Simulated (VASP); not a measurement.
# CoSi2 (fluorite type) (Fm-3m) in VASP: further runs, part 2 of 2

VASP 6.6.1. Earlier steps stand in the parts before.

### Step 3. Single point, LDA (volume scaled by 0.72)

Contents of INCAR:

```
PREC     = Accurate       # precision mode
ENCUT    = 520            # plane-wave cutoff, eV
EDIFF    = 1E-6           # SCF threshold, eV
ISMEAR   = -1             # smearing method
SIGMA    = 0.1            # smearing width, eV
LREAL    = F              # projectors in reciprocal space
LASPH    = T              # aspherical terms in the spheres
NELM     = 60             # most SCF steps
ALGO     = Normal         # electronic algorithm
ISIF     = 2              # what is computed and relaxed
LWAVE    = F              # write WAVECAR
LCHARG   = T              # write CHGCAR
LELF     = T              # ELF
LVHAR    = T            
NBANDS   = 16             # bands
```

Contents of KPOINTS:

```
Automatic mesh
0
Gamma
  10 10 10
```

Contents of POSCAR:

```
CoSi2
1.0
    0.0000000000      2.3637187741      2.3637187741
    2.3637187741      0.0000000000      2.3637187741
    2.3637187741      2.3637187741      0.0000000000
Co Si
1 2
Direct
    0.0000000000      0.0000000000      0.0000000000
    0.2500000000      0.2500000000      0.2500000000
    0.7500000000      0.7500000000      0.7500000000
```

Potentials or basis: VASP PAW LDA potentials, release 64 (Co, Si).

The run is started by

```sh
$ cat potpaw_LDA.64/Co/POTCAR potpaw_LDA.64/Si/POTCAR > POTCAR
$ mpirun -np 1 vasp_std > vasp.out
```

OUTCAR:

```text
PREC = Accurate
   ENCUT = 520
   EDIFF = 1E-6
   ISMEAR = -1
   LREAL = F
   LASPH = T
   NELM = 60
   ISIF = 2

 ion  position               nearest neighbor table
   1  0.000  0.000  0.000-   3 2.05   3 2.05   3 2.05   2 2.05   2 2.05   2 2.05   3 2.05   2 2.05

   2  0.250  0.250  0.250-   1 2.05   1 2.05   1 2.05   1 2.05   3 2.36   3 2.36   3 2.36   3 2.36
                             3 2.36   3 2.36
   3  0.750  0.750  0.750-   1 2.05   1 2.05   1 2.05   1 2.05   2 2.36   2 2.36   2 2.36   2 2.36
                             2 2.36   2 2.36

  LATTYP: Found a face centered cubic cell.
 ALAT       =     4.7274375482

  Lattice vectors:

 A1 = (   0.0000000000,   2.3637187741,   2.3637187741)
 A2 = (   2.3637187741,   0.0000000000,   2.3637187741)
 A3 = (   2.3637187741,   2.3637187741,   0.0000000000)

Analysis of symmetry for initial positions (statically):
=====================================================================
 Subroutine PRICEL returns:
 Original cell was already a primitive cell.

 Routine SETGRP: Setting up the symmetry group for a
 face centered cubic supercell.

[... 168 lines left out ...]
 E-fermi :  16.0400     XC(G=0): -13.7104

 val. band max:       15.9632436524   @ k =   0.4000   0.0000   0.0000
 cond. band min:      16.0712317509   @ k =   0.2000   0.1000   0.0000
 fundamental gap:      0.1079880985
 Fermi energy:        16.0399838897

 k-point     1 :       0.0000    0.0000    0.0000
  band No.  band energies     occupation
      1      -0.2806      2.00000
      2       9.8695      2.00000
      3       9.8695      2.00000
      4       9.8695      2.00000
      5      12.4034      2.00000
      6      12.4034      2.00000
[... 433 lines left out ...]
      3       9.0481      2.00000
      4      10.6338      2.00000
      5      10.6936      2.00000
      6      13.1775      2.00000
[... 8 lines left out ...]
     15      28.3074      0.00000
     16      30.4989      0.00000

 [... further k-points ...]

------------------------ aborting loop because EDIFF is reached ----------------------------------------

  FORCE on cell =-STRESS in cart. coord.  units (eV):
  Direction    XX          YY          ZZ          XY          YZ          ZX
  --------------------------------------------------------------------------------------
  -------------------------------------------------------------------------------------
  Total       22.6549643     22.6549643     22.6549643      0.0000000      0.0000000     -0.0000000
  in kB     1374.2209192   1374.2209192   1374.2209192      0.0000000      0.0000000     -0.0000000
  external PRESSURE =    1374.2209192 kB  Pullay stress =       0.0000000 kB

 VOLUME and BASIS-vectors are now :
 -----------------------------------------------------------------------------
  energy-cutoff  :      520.00
  volume of cell :       26.41
      direct lattice vectors                 reciprocal lattice vectors
     0.000000000  2.363718774  2.363718774    -0.211531086  0.211531086  0.211531086
     2.363718774  0.000000000  2.363718774     0.211531086 -0.211531086  0.211531086
     2.363718774  2.363718774  0.000000000     0.211531086  0.211531086 -0.211531086

 POSITION                                       TOTAL-FORCE (eV/Angst)
 -----------------------------------------------------------------------------------
      0.00000      0.00000      0.00000        -0.000000     -0.000000     -0.000000
      1.18186      1.18186      1.18186         0.000000      0.000000      0.000000
      3.54558      3.54558      3.54558        -0.000000      0.000000     -0.000000
 -----------------------------------------------------------------------------------
    total drift:                               -0.000000     -0.000000      0.000000

  FREE ENERGIE OF THE ION-ELECTRON SYSTEM (eV)
  ---------------------------------------------------
  free  energy   TOTEN  =       -18.6325858927 eV

  energy  without entropy=      -18.6077282619  energy(sigma->0) =      -18.62015708
```

OSZICAR:

```text
N       E                     dE             d eps       ncg     rms          rms(c)
DAV:   1     0.686649751627E+02    0.68665E+02   -0.70248E+03  1536   0.112E+03
DAV:   2    -0.164072361027E+02   -0.85072E+02   -0.76586E+02  1656   0.229E+02
DAV:   3    -0.199705851442E+02   -0.35633E+01   -0.35286E+01  1960   0.513E+01
DAV:   4    -0.200256788934E+02   -0.55094E-01   -0.55073E-01  1736   0.603E+00
DAV:   5    -0.200272516278E+02   -0.15727E-02   -0.15726E-02  1992   0.106E+00    0.220E+01
DAV:   6    -0.201139334947E+02   -0.86682E-01   -0.94143E+00  1768   0.721E+01    0.919E+00
DAV:   7    -0.189004567582E+02    0.12135E+01   -0.55519E+00  1920   0.609E+01    0.908E+00
DAV:   8    -0.186335159790E+02    0.26694E+00   -0.37642E-01  1936   0.130E+01    0.606E-01
DAV:   9    -0.186326321313E+02    0.88385E-03   -0.24312E-02  2376   0.192E+00    0.323E-01
DAV:  10    -0.186326075525E+02    0.24579E-04   -0.60063E-04  2000   0.242E-01    0.966E-02
DAV:  11    -0.186325872955E+02    0.20257E-04   -0.52175E-05  2088   0.155E-01    0.261E-02
DAV:  12    -0.186325860665E+02    0.12291E-05   -0.66229E-06  2104   0.561E-02    0.787E-03
DAV:  13    -0.186325858927E+02    0.17378E-06   -0.58678E-07  1040   0.169E-02
   1 F= -.18632586E+02 E0= -.18620157E+02  d E =-.248576E-01
```

stdout:

```text
POSCAR found type information on POSCAR CoSi
 POSCAR found :  2 types and       3 ions
 scaLAPACK will be used
 LDA part: xc-table for (Slater(with rela. corr.)+CA(PZ))
 , standard interpolation
 POSCAR, INCAR and KPOINTS ok, starting setup
 FFT: planning ... GRIDC
 FFT: planning ... GRID_SOFT
 FFT: planning ... GRID
 WAVECAR not read
 entering main loop
```

Run time: 21 s. Hardware: 1 thread of AMD EPYC 7R13 (Zen 3), shared host; peak memory 0.12 GiB.

What came out:

```yaml
Free_energy: -18.6326 eV
Pressure: 137.4 GPa
```

### Step 4. Single point, LDA (volume scaled by 0.8)

Contents of INCAR:

```
SYSTEM = CoSi2
PREC = Accurate
ENCUT = 520
EDIFF = 1E-6
ISMEAR = -1
SIGMA = 0.1
LREAL = .False.
LASPH = .True.
NELM = 100
ALGO = Normal
ISIF = 2
LWAVE = .False.
LCHARG = .False.
NBANDS = 16
```

Contents of KPOINTS:

```
regular mesh
0
Gamma
  10 10 10
  0 0 0
```

Contents of POSCAR:

```
CoSi2
1.0
    0.0000000000      2.4482079366      2.4482079366
    2.4482079366      0.0000000000      2.4482079366
    2.4482079366      2.4482079366      0.0000000000
Co Si
1 2
Direct
    0.0000000000      0.0000000000      0.0000000000
    0.2500000000      0.2500000000      0.2500000000
    0.7500000000      0.7500000000      0.7500000000
```

Potentials or basis: VASP PAW LDA potentials, release 64 (Co, Si).

The run is started by

```sh
$ cat potpaw_LDA.64/Co/POTCAR potpaw_LDA.64/Si/POTCAR > POTCAR
$ mpirun -np 1 vasp_std > vasp.out
```

OUTCAR:

```text
SYSTEM = CoSi2
   PREC = Accurate
   ENCUT = 520
   EDIFF = 1E-6
   ISMEAR = -1
   LREAL = .False.
   LASPH = .True.
   NELM = 100
   ISIF = 2

 ion  position               nearest neighbor table
   1  0.000  0.000  0.000-   2 2.12   3 2.12   3 2.12   3 2.12   3 2.12   2 2.12   2 2.12   2 2.12

   2  0.250  0.250  0.250-   1 2.12   1 2.12   1 2.12   1 2.12   3 2.45   3 2.45   3 2.45   3 2.45
                             3 2.45   3 2.45
   3  0.750  0.750  0.750-   1 2.12   1 2.12   1 2.12   1 2.12   2 2.45   2 2.45   2 2.45   2 2.45
[... 655 lines left out ...]
  Direction    XX          YY          ZZ          XY          YZ          ZX
  --------------------------------------------------------------------------------------
  -------------------------------------------------------------------------------------
  Total       13.6965751     13.6965751     13.6965751      0.0000000     -0.0000000      0.0000000
  in kB      747.7349219    747.7349219    747.7349219      0.0000000     -0.0000000      0.0000000
  external PRESSURE =     747.7349219 kB  Pullay stress =       0.0000000 kB

 VOLUME and BASIS-vectors are now :
 -----------------------------------------------------------------------------
  energy-cutoff  :      520.00
  volume of cell :       29.35
      direct lattice vectors                 reciprocal lattice vectors
     0.000000000  2.448207937  2.448207937    -0.204231018  0.204231018  0.204231018
     2.448207937  0.000000000  2.448207937     0.204231018 -0.204231018  0.204231018
     2.448207937  2.448207937  0.000000000     0.204231018  0.204231018 -0.204231018

 POSITION                                       TOTAL-FORCE (eV/Angst)
 -----------------------------------------------------------------------------------
      0.00000      0.00000      0.00000         0.000000      0.000000      0.000000
      1.22410      1.22410      1.22410         0.000000      0.000000      0.000000
      3.67231      3.67231      3.67231        -0.000000     -0.000000     -0.000000
 -----------------------------------------------------------------------------------
    total drift:                               -0.000000     -0.000000      0.000000

  FREE ENERGIE OF THE ION-ELECTRON SYSTEM (eV)
  ---------------------------------------------------
  free  energy   TOTEN  =       -20.5326100948 eV

  energy  without entropy=      -20.5063963691  energy(sigma->0) =      -20.51950323
```

OSZICAR:

```text
N       E                     dE             d eps       ncg     rms          rms(c)
DAV:   1     0.645118657148E+02    0.64512E+02   -0.70277E+03  1528   0.109E+03
DAV:   2    -0.185811000494E+02   -0.83093E+02   -0.74695E+02  1720   0.220E+02
DAV:   3    -0.218678347893E+02   -0.32867E+01   -0.32519E+01  1896   0.483E+01
DAV:   4    -0.219227677883E+02   -0.54933E-01   -0.54891E-01  1792   0.592E+00
DAV:   5    -0.219244630364E+02   -0.16952E-02   -0.16952E-02  1952   0.106E+00    0.191E+01
DAV:   6    -0.226554441037E+02   -0.73098E+00   -0.13117E+01  1720   0.818E+01    0.106E+01
DAV:   7    -0.207199566969E+02    0.19355E+01   -0.67658E+00  1920   0.666E+01    0.685E+00
DAV:   8    -0.205396141944E+02    0.18034E+00   -0.33459E-01  2048   0.871E+00    0.920E-01
DAV:   9    -0.205326612407E+02    0.69530E-02   -0.26598E-02  2392   0.279E+00    0.360E-01
DAV:  10    -0.205326378385E+02    0.23402E-04   -0.15594E-03  2032   0.417E-01    0.958E-02
DAV:  11    -0.205326138533E+02    0.23985E-04   -0.13985E-04  2016   0.256E-01    0.399E-02
DAV:  12    -0.205326101122E+02    0.37411E-05   -0.16060E-05  2112   0.814E-02    0.561E-03
DAV:  13    -0.205326100948E+02    0.17469E-07   -0.70302E-07  1048   0.909E-03
   1 F= -.20532610E+02 E0= -.20519503E+02  d E =-.262137E-01
```

It took 23 s on 1 thread of AMD EPYC 7R13 (Zen 3), shared host; peak memory 0.12 GiB.

What came out:

| Quantity | Value |
| --- | --- |
| Free energy | -20.5326 eV |
| Pressure | 74.8 GPa |

### Step 5. The runs side by side

```tsv
cell	gap on the mesh (eV)	pressure (GPa)
a = 3.180 Å, angles 60.0°, 3 atoms	none	272.1
a = 3.343 Å, angles 60.0°, 3 atoms	none	137.4
a = 3.462 Å, angles 60.0°, 3 atoms	none	74.8
```

Alike in all rows: task single point; level LDA; potentials or basis VASP PAW LDA potentials, release 64 (Co, Si); no spin polarisation; k mesh 10 × 10 × 10; cutoff (eV) 520; smearing fermi-dirac 0.1 eV.

Absolute energies hang on the potentials; compare differences alone.
